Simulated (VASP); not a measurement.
# FePt (P4/mmm) in VASP: a series of runs

Runs on FePt. Level: PBE. Tasks: single point.

All numbers are computed with VASP 6.6.1; they aren't measurements. Logs are shortened: lines on timing, memory, paths and dates and some standing lists are left out, and cuts for length are marked.

## 1. The cell of the first run

It takes space group P4/mmm (No. 123, tetragonal). The conventional cell has a = 2.722 Å, b = 2.722 Å, c = 3.700 Å, α = 90.00°, β = 90.00°, γ = 90.00°. Within 3.5 Å of Fe (site symmetry 4/mmm) lie 8 Pt at 2.67 Å and 4 Fe at 2.72 Å. Pt (site symmetry 4/mmm) has 8 Fe at 2.67 Å and 4 Pt at 2.72 Å within 3.5 Å.

## 2. Single point, PBE, collinear spin, ferromagnetic start

File INCAR:

```
ALGO = Normal
EDIFF = 1E-6
ENCUT = 520
GGA = PE
ISIF = 2
ISMEAR = -1
ISPIN = 2
LASPH = True
LCHARG = False
LMAXMIX = 4
LORBIT = 11
LREAL = False
LWAVE = False
MAGMOM = 3 0
NBANDS = 20
NELM = 150
PREC = Accurate
SIGMA = 0.05
```

File KPOINTS:

```
k-points
0
Gamma
  12 12 9
```

File POSCAR:

```
FePt
1.0
    2.7216540008      0.0000000000      0.0000000000
    0.0000000000      2.7216540008      0.0000000000
    0.0000000000      0.0000000000      3.7000000000
Fe Pt
1 1
Direct
    0.5000000000      0.5000000000      0.5000000000
    0.0000000000      0.0000000000      0.0000000000
```

Potentials or basis: VASP PAW PBE potentials, release 64 (Fe, Pt).

On the command line:

```sh
cat potpaw_PBE.64/Fe/POTCAR potpaw_PBE.64/Pt/POTCAR > POTCAR
mpirun -np 1 vasp_std > vasp.out
```

OUTCAR:

```text
EDIFF = 1E-6
   ENCUT = 520
   GGA = PE
   ISIF = 2
   ISMEAR = -1
   ISPIN = 2
   LASPH = True
   LORBIT = 11
   LREAL = False
   NELM = 150
   PREC = Accurate

 ion  position               nearest neighbor table
   1  0.500  0.500  0.500-   2 2.67   2 2.67   2 2.67   2 2.67   2 2.67   2 2.67   2 2.67   2 2.67

   2  0.000  0.000  0.000-   1 2.67   1 2.67   1 2.67   1 2.67   1 2.67   1 2.67   1 2.67   1 2.67

  LATTYP: Found a simple tetragonal cell.
 ALAT       =     2.7216540008
 C/A-ratio  =     1.3594674411

  Lattice vectors:

 A1 = (   2.7216540008,   0.0000000000,   0.0000000000)
 A2 = (   0.0000000000,   2.7216540008,   0.0000000000)
 A3 = (   0.0000000000,   0.0000000000,   3.7000000000)

Analysis of symmetry for initial positions (statically):
=====================================================================
 Subroutine PRICEL returns:
 Original cell was already a primitive cell.

 Routine SETGRP: Setting up the symmetry group for a
 simple tetragonal supercell.

 Subroutine GETGRP returns: Found 16 space group operations
 (whereof 16 operations were pure point group operations)
 out of a pool of 16 trial point group operations.

The static configuration has the point symmetry D_4h.

Analysis of symmetry for dynamics (positions and initial velocities):
=====================================================================
 Subroutine PRICEL returns:
 Original cell was already a primitive cell.

 Routine SETGRP: Setting up the symmetry group for a
 simple tetragonal supercell.

 Subroutine GETGRP returns: Found 16 space group operations
 (whereof 16 operations were pure point group operations)
 out of a pool of 16 trial point group operations.

The dynamic configuration has the point symmetry D_4h.

Analysis of structural, dynamic, and magnetic symmetry:
=====================================================================
 Subroutine PRICEL returns:
 Original cell was already a primitive cell.

 Routine SETGRP: Setting up the symmetry group for a
 simple tetragonal supercell.

 Subroutine GETGRP returns: Found 16 space group operations
 (whereof 16 operations were pure point group operations)
 out of a pool of 16 trial point group operations.

The overall configuration has the point symmetry D_4h.

 Subroutine INISYM returns: Found 16 space group operations
 (whereof 16 operations are pure point group operations),
 and found     1 'primitive' translations

----------------------------------------------------------------------------------------

                                     Primitive cell

  volume of cell :      27.4074

  direct lattice vectors                    reciprocal lattice vectors
     2.721654001  0.000000000  0.000000000     0.367423633  0.000000000  0.000000000
     0.000000000  2.721654001  0.000000000     0.000000000  0.367423633  0.000000000
     0.000000000  0.000000000  3.700000000     0.000000000  0.000000000  0.270270270

  length of vectors
     2.721654001  2.721654001  3.700000000     0.367423633  0.367423633  0.270270270

  position of ions in fractional coordinates (direct lattice)
     0.500000000  0.500000000  0.500000000
     0.000000000  0.000000000  0.000000000

  ion indices of the primitive-cell ions
   primitive index   ion index
                 1           1
                 2           2

----------------------------------------------------------------------------------------

 KPOINTS: k-points

Automatic generation of k-mesh.
 Grid dimensions read from file:
 generate k-points for:   12   12    9

 Generating k-lattice:

  Cartesian coordinates                     Fractional coordinates (reciprocal lattice)
     0.030618636  0.000000000  0.000000000     0.083333333  0.000000000  0.000000000
     0.000000000  0.030618636  0.000000000     0.000000000  0.083333333  0.000000000
     0.000000000  0.000000000  0.030030030     0.000000000  0.000000000  0.111111111

  Length of vectors
     0.030618636  0.030618636  0.030030030

  Shift w.r.t. Gamma in fractional coordinates (k-lattice)
     0.000000000  0.000000000  0.000000000

 Subroutine IBZKPT returns following result:
 ===========================================

 Found    140 irreducible k-points:

 Following reciprocal coordinates:
            Coordinates               Weight
  0.000000  0.000000  0.000000      1.000000
  0.083333  0.000000  0.000000      4.000000
  0.166667  0.000000  0.000000      4.000000
  0.250000  0.000000  0.000000      4.000000
  0.333333  0.000000  0.000000      4.000000
  0.416667  0.000000  0.000000      4.000000
[... 16 lines left out ...]
  0.333333  0.333333  0.000000      4.000000
  0.416667  0.333333  0.000000      8.000000
 [... further k-points ...]
   k-points           NKPTS =    140   k-points in BZ     NKDIM =    140   number of bands    NBANDS=     20
   number of dos      NEDOS =    301   number of ions     NIONS =      2
   total plane-waves  NPLWV =  11200
   dimension x,y,z NGX =    20 NGY =   20 NGZ =   28
   dimension x,y,z NGXF=    40 NGYF=   40 NGZF=   56
   ions per type =               1   1
   NGX,Y,Z   is equivalent  to a cutoff of  12.22, 12.22, 12.58 a.u.
   NGXF,Y,Z  is equivalent  to a cutoff of  24.43, 24.43, 25.16 a.u.
 SYSTEM =  unknown system
   PREC   = accura    normal or accurate (medium, high low for compatibility)
   ISTART =      0    job   : 0-new  1-cont  2-samecut
   ICHARG =      2    charge: 1-file 2-atom 10-const
   ISPIN  =      2    spin polarized calculation?
   LNONCOLLINEAR =      F non collinear calculations
   LSORBIT =      F    spin-orbit coupling
   LASPH  =      T    aspherical Exc in radial PAW
   ENCUT  =  520.0 eV  38.22 Ry    6.18 a.u.   5.06  5.06  6.88*2*pi/ulx,y,z
   NELM   =    150;   NELMIN=  2; NELMDL= -5     # of ELM steps
   EDIFF  = 0.1E-05   stopping-criterion for ELM
   LREAL  =      F    real-space projection
   EDIFFG = 0.1E-04   stopping-criterion for IOM
   NSW    =      0    number of steps for IOM
   IBRION =     -1    ionic relax: 0-MD 1-quasi-New 2-CG
   NFREE  =      0    steps in history (QN), initial steepest desc. (CG)
   ISIF   =      2    stress and relaxation
   ISYM   =      2    0-nonsym 1-usesym 2-fastsym
   POTIM  = 0.5000    time-step for ionic-motion
   TEBEG  =    0.0;   TEEND  =   0.0 temperature during run
   PSTRESS=    0.0 pullay stress
   NELECT =      18.0000    total number of electrons
   NUPDOWN=      -1.0000    fix difference up-down
   EMIN   =  10.00;   EMAX   =-10.00  energy-range for DOS
   EFERMI =   0.00;   METHOD = LEGACY
   ISMEAR =    -1;   SIGMA  =   0.05  broadening in eV -4-tet -1-fermi 0-gaus
   EFERMI_NEDOS =   21; number of points for ismear=-14 and -15
   IALGO  =     38    algorithm
   IMIX   =      4    mixing-type and parameters
     AMIX     =   0.40;   BMIX     =  1.00
     AMIX_MAG =   1.60;   BMIX_MAG =  1.00
  volume/ion in A,a.u.               =      13.70        92.48
  Fermi-wavevector in a.u.,A,eV,Ry     =   1.423016  2.689111 27.551455  2.024975
  Thomas-Fermi vector in A             =   2.543658
   LORBIT       =     11    0 simple, 1 ext, 2 COOP (PROOUT), +10 PAW based schemes
   GGA     = PE    functional components
   LHFCALC =     F    Hartree Fock is set to
   AEXX    =    0.0000 exact exchange contribution
   IVDW    =     0    specifies the selected vdW correction
   LEPSILON=     F    determine dielectric tensor
   LRPA    =     F    only Hartree local field effects (RPA)
 spin polarized calculation
  energy-cutoff  :      520.00
  volume of cell :       27.41
 maximum number of plane-waves:       756
   NGX = 11   NGY = 11   NGZ = 13

 number of electron      17.9999998 magnetization       3.2809979

 Free energy of the ion-electron system (eV)
  ---------------------------------------------------
  ext. energy  EPLUGINS =         0.00000000
  ---------------------------------------------------
  free energy    TOTEN  =       -14.79913118 eV

  energy without entropy =      -14.78714492  energy(sigma->0) =      -14.79313805

 E-fermi :   8.7798     XC(G=0): -13.0971

 val. band max:        8.7795228447   @ k =   0.1667   0.0833   0.0000
 cond. band min:       8.7829295761   @ k =   0.3333   0.1667   0.3333
 fundamental gap:      0.0034067314
 Fermi energy:         8.7797736261

 spin component 1

 k-point     1 :       0.0000    0.0000    0.0000
  band No.  band energies     occupation
      1      -0.8488      1.00000
      2       2.3958      1.00000
      3       2.5694      1.00000
      4       5.3188      1.00000
      5       5.3188      1.00000
      6       5.8838      1.00000
[... 12 lines left out ...]
     19      30.3443      0.00000
     20      30.3443      0.00000

 k-point     2 :       0.0833    0.0000    0.0000
  band No.  band energies     occupation
      1      -0.6674      1.00000
      2       2.4955      1.00000
      3       2.6897      1.00000
      4       5.2458      1.00000
      5       5.3709      1.00000
      6       5.9312      1.00000
[... 12 lines left out ...]
     19      30.0440      0.00000
     20      30.6812      0.00000

 k-point     3 :       0.1667    0.0000    0.0000
  band No.  band energies     occupation
      1      -0.1504      1.00000
      2       2.7276      1.00000
      3       3.0833      1.00000
      4       5.0370      1.00000
      5       5.5236      1.00000
      6       6.0223      1.00000
[... 12 lines left out ...]
     19      30.5319      0.00000
     20      31.6435      0.00000

 k-point     4 :       0.2500    0.0000    0.0000
  band No.  band energies     occupation
      1       0.6208      1.00000
      2       3.0546      1.00000
      3       3.6679      1.00000
      4       4.7221      1.00000
      5       5.7654      1.00000
      6       6.0042      1.00000
[... 429 lines left out ...]
 k-point    23 :       0.3333    0.3333    0.0000
  band No.  band energies     occupation
      1       2.4767      1.00000
      2       3.2559      1.00000
      3       3.5393      1.00000
      4       3.7726      1.00000
      5       5.8597      1.00000
      6       6.7216      1.00000
[... 12 lines left out ...]
     19      29.2670      0.00000
     20      29.3026      0.00000

 k-point    24 :       0.4167    0.3333    0.0000
  band No.  band energies     occupation
      1       2.3863      1.00000
      2       3.1671      1.00000
      3       3.3171      1.00000
      4       3.5255      1.00000
      5       6.4313      1.00000
      6       6.9736      1.00000
[... 12 lines left out ...]
     19      29.7084      0.00000
     20      29.8299      0.00000

 [... further k-points ...]

 spin component 2

 k-point     1 :       0.0000    0.0000    0.0000
  band No.  band energies     occupation
      1      -0.7124      1.00000
      2       2.9670      1.00000
      3       2.9733      1.00000
      4       6.4006      1.00000
      5       6.4006      1.00000
      6       8.0013      1.00000
[... 12 lines left out ...]
     19      30.4427      0.00000
     20      30.4427      0.00000

 k-point     2 :       0.0833    0.0000    0.0000
  band No.  band energies     occupation
      1      -0.5301      1.00000
      2       3.0357      1.00000
      3       3.1299      1.00000
      4       6.2277      1.00000
      5       6.4513      1.00000
      6       7.8747      1.00000
[... 12 lines left out ...]
     19      30.2020      0.00000
     20      30.7807      0.00000

 k-point     3 :       0.1667    0.0000    0.0000
  band No.  band energies     occupation
      1      -0.0107      1.00000
      2       3.2252      1.00000
      3       3.5855      1.00000
      4       5.7715      1.00000
      5       6.5975      1.00000
      6       7.5380      1.00000
[... 12 lines left out ...]
     19      30.8637      0.00000
     20      31.7442      0.00000

 k-point     4 :       0.2500    0.0000    0.0000
  band No.  band energies     occupation
      1       0.7630      1.00000
      2       3.5162      1.00000
      3       4.2487      1.00000
      4       5.1962      1.00000
      5       6.8199      1.00000
      6       7.1014      1.00000
[... 429 lines left out ...]
 k-point    23 :       0.3333    0.3333    0.0000
  band No.  band energies     occupation
      1       2.8864      1.00000
      2       3.9327      1.00000
      3       4.3502      1.00000
      4       4.4400      1.00000
      5       6.4490      1.00000
      6       7.1559      1.00000
[... 12 lines left out ...]
     19      29.6100      0.00000
     20      29.7101      0.00000

 k-point    24 :       0.4167    0.3333    0.0000
  band No.  band energies     occupation
      1       2.8193      1.00000
      2       3.9428      1.00000
      3       4.0181      1.00000
      4       4.3262      1.00000
      5       6.9039      1.00000
      6       8.2181      0.99999
[... 12 lines left out ...]
     19      30.0904      0.00000
     20      30.1868      0.00000

 [... further k-points ...]

------------------------ aborting loop because EDIFF is reached ----------------------------------------

  FORCE on cell =-STRESS in cart. coord.  units (eV):
  Direction    XX          YY          ZZ          XY          YZ          ZX
  --------------------------------------------------------------------------------------
  -------------------------------------------------------------------------------------
  Total        0.6905074      0.6905074      1.0050661      0.0000000      0.0000000     -0.0000000
  in kB       40.3655984     40.3655984     58.7540287      0.0000000      0.0000000     -0.0000000
  external PRESSURE =      46.4950752 kB  Pullay stress =       0.0000000 kB

 VOLUME and BASIS-vectors are now :
 -----------------------------------------------------------------------------
  energy-cutoff  :      520.00
  volume of cell :       27.41
      direct lattice vectors                 reciprocal lattice vectors
     2.721654001  0.000000000  0.000000000     0.367423633  0.000000000  0.000000000
     0.000000000  2.721654001  0.000000000     0.000000000  0.367423633  0.000000000
     0.000000000  0.000000000  3.700000000     0.000000000  0.000000000  0.270270270

 POSITION                                       TOTAL-FORCE (eV/Angst)
 -----------------------------------------------------------------------------------
      1.36083      1.36083      1.85000         0.000000      0.000000      0.000000
      0.00000      0.00000      0.00000         0.000000      0.000000      0.000000
 -----------------------------------------------------------------------------------
    total drift:                               -0.000000      0.000000      0.000000

  FREE ENERGIE OF THE ION-ELECTRON SYSTEM (eV)
  ---------------------------------------------------
  free  energy   TOTEN  =       -14.7991311764 eV

  energy  without entropy=      -14.7871449209  energy(sigma->0) =      -14.79313805

 total charge

# of ion       s       p       d       tot
------------------------------------------
    1        0.413   0.458   6.130   7.001
    2        0.718   0.672   8.060   9.451
--------------------------------------------------
tot          1.131   1.131  14.190  16.452

 magnetization (x)

# of ion       s       p       d       tot
------------------------------------------
    1        0.005  -0.007   2.921   2.919
    2       -0.026  -0.067   0.431   0.337
--------------------------------------------------
tot         -0.021  -0.075   3.352   3.256
```

Wall time 2.1 min (1 thread of Intel Xeon Platinum 8488C (Sapphire Rapids), shared host); peak memory 0.23 GiB.

Results:

```
Free energy                                           : -14.7991 eV
Pressure                                              : 4.6 GPa
Net moment                                            : 3.28 μB per cell
Site moments                                          : Fe +2.92; Pt +0.34 μB
Valence electrons inside the program's atomic spheres : Fe 7.00; Pt 9.45
```

Stress tensor (GPa, compression positive):
```
4.04 0.00 0.00
0.00 4.04 0.00
0.00 0.00 5.88
```

Levels at points of the mesh, in eV from the Fermi level:
Spin up:
| k point | band 9 | band 10 | band 11 | band 12 | band 13 | band 14 |
| --- | --- | --- | --- | --- | --- | --- |
| (0.00, 0.00, 0.00) | -0.51 | -0.37 | -0.37 | 2.37 | 9.96 | 11.66 |
| (0.50, 0.00, 0.00) | -2.14 | -1.64 | 0.16 | 2.04 | 10.57 | 10.68 |
| (0.50, 0.50, 0.00) | -0.44 | 0.55 | 1.60 | 1.60 | 7.62 | 10.10 |
Spin down:
```csv
k point,band 5,band 6,band 7,band 8,band 9,band 10,band 11,band 12
"(0.00, 0.00, 0.00)",-2.38,-0.78,-0.77,0.63,1.71,1.71,1.72,2.56
"(0.50, 0.00, 0.00)",-2.47,-1.37,-1.16,-0.89,0.54,0.72,2.37,2.59
"(0.50, 0.50, 0.00)",0.94,1.27,1.68,1.73,1.73,1.75,1.80,1.80
```

Caveat: the cell stands under pressure; spin-orbit coupling is left out, which moves the levels of the heavy elements.

[end of part 1 of 2]
